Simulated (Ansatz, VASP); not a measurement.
# One calculation of Mo, two programs

```
Mo
1.0
     4.47010    0.00000    0.00000
    -2.23505    3.87122    0.00000
     0.00000    0.00000   20.56230
Mo
6
Direct
  0.16667 0.33333 0.40329
  0.50000 0.00000 0.43899
  0.83333 0.66667 0.47324
  0.16667 0.33333 0.52676
  0.50000 0.00000 0.56101
  0.83333 0.66667 0.59671
```

Alike in both runs: task single point; functional PBE; k mesh 10 × 10 × 1; occupations fermi-dirac, width 0.1 eV; no spin polarisation.

```csv
,VASP,Ansatz
version,VASP 6.6.1,Ansatz 0.2.0
potentials or method,"VASP PAW PBE potentials, release 64 (Mo_sv), cutoff 520 eV","all-electron LAPW, non-relativistic"
```

|  | VASP | Ansatz | Ansatz less VASP |
| --- | --- | --- | --- |
| rms of the force components (eV/Å) | 0.018 | 0.129 | +0.1108 |

Atom by atom the forces differ by 0.114 eV/Å (rms over components). One of these differences is far larger than is usual between the two programs; its cause wasn't traced. Ansatz ran all-electron here, and VASP with PAW potentials.
